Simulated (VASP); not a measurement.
Set up this calculation in VASP 6.6.1, as the native input.

```
Task                   : single point
Functional             : r2SCAN
Potentials or basis    : VASP PAW PBE potentials, release 64 (Ge_d)
Cutoff                 : 520 eV
k mesh                 : 10 × 10 × 10
Occupations            : gaussian, width 0.05 eV
Spin                   : no spin polarisation
Dipole correction      : no
Further INCAR settings : ALGO = Normal; EDIFF = 1e-06; NBANDS = 21
```

Crystal: Ge.

```
CELL_PARAMETERS angstrom
0.00000 2.97021 2.75805
2.97021 0.00000 2.75805
2.97021 2.97021 0.00000
ATOMIC_POSITIONS crystal
Ge 0.50000 0.50000 0.50000
Ge 0.75000 0.75000 0.75000
```

This cell differs from its parent crystal: strain +0.050 along x and y, -0.025 along z.

The input as run:

POSCAR

```
Ge
1.0
    0.0000000000      2.9702085000      2.7580507500
    2.9702085000      0.0000000000      2.7580507500
    2.9702085000      2.9702085000      0.0000000000
Ge
2
Direct
    0.5000000000      0.5000000000      0.5000000000
    0.7500000000      0.7500000000      0.7500000000
```

INCAR.step1

```
PREC     = Accurate       # precision mode
ENCUT    = 520            # plane-wave cutoff, eV
ISMEAR   = 0              # smearing method
SIGMA    = 0.05           # smearing width, eV
LREAL    = False          # projectors in reciprocal space
LASPH    = True           # aspherical terms in the spheres
NELM     = 60             # most SCF steps
NBANDS   = 21             # bands
GGA      = PE             # functional
ALGO     = Normal         # electronic algorithm
EDIFF    = 1E-4           # SCF threshold, eV
LWAVE    = True           # write WAVECAR
LCHARG   = False          # write CHGCAR
```

INCAR.step2

```
PREC     = Accurate       # precision mode
ENCUT    = 520            # plane-wave cutoff, eV
EDIFF    = 1E-6           # SCF threshold, eV
ISMEAR   = 0              # smearing method
SIGMA    = 0.05           # smearing width, eV
LREAL    = False          # projectors in reciprocal space
LASPH    = True           # aspherical terms in the spheres
NELM     = 60             # most SCF steps
ALGO     = Normal         # electronic algorithm
ISIF     = 2              # what is computed and relaxed
LWAVE    = False          # write WAVECAR
LCHARG   = False          # write CHGCAR
METAGGA  = R2SCAN         # meta-GGA
LMIXTAU  = True         
NBANDS   = 21             # bands
ISTART   = 1
```

KPOINTS

```
Automatic mesh
0
Gamma
  10 10 10
```

Potentials or basis: VASP PAW PBE potentials, release 64 (Ge_d).

Launch:

```console
$ cat potpaw_PBE.64/Ge_d/POTCAR > POTCAR
$ cp INCAR.step1 INCAR
$ mpirun -np 1 vasp_std > vasp.out
$ cp INCAR.step2 INCAR
$ mpirun -np 1 vasp_std > vasp.out
```

It gave:

| Item | Value |
| --- | --- |
| Pressure | -3.8 GPa |
| Band gap on the k mesh | 0.16 eV (least direct gap 0.53 eV) |

Caveat: the cell differs from its parent crystal (strain +0.050 along x and y, -0.025 along z); the stress differs along the axes, from -5 to -0 GPa; the PAW data sets were made with another functional, which shifts forces and pressure a little.

Wall time 2.7 min on 1 thread of AMD EPYC 9R45 (Zen 5), with other jobs on the host, peak memory 0.19 GiB.
